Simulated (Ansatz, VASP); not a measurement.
One calculation of Cs, two programs

```
Cs
1.0
    -3.02716    3.02716    3.02716
     3.02716   -3.02716    3.02716
     3.02716    3.02716   -3.02716
Cs
1
Cartesian
  -0.0053 -0.0184 0.0265
```

Alike in both runs: task single point; functional LDA; k mesh 4 × 4 × 4; occupations gaussian, width 0.05 eV; no spin polarisation.

|  | VASP | Ansatz |
| --- | --- | --- |
| version | VASP 6.6.1 | Ansatz 0.2.0 |
| potentials or method | VASP PAW LDA potentials, release 64 (Cs_sv) | plane waves, PAW |
| plane-wave cutoff (eV) | 500 | 420 |
| valence electrons in the cell | 9 | 9 |

|  | VASP | Ansatz | Ansatz less VASP |
| --- | --- | --- | --- |
| pressure (GPa) | -0.3 | -0.3 | +0.02 |

LDA's correlation is that of Perdew and Zunger in VASP and of Perdew and Wang (1992) in Ansatz.

The k mesh is coarse, so the values compare programs but aren't converged. Spin-orbit coupling is off throughout.
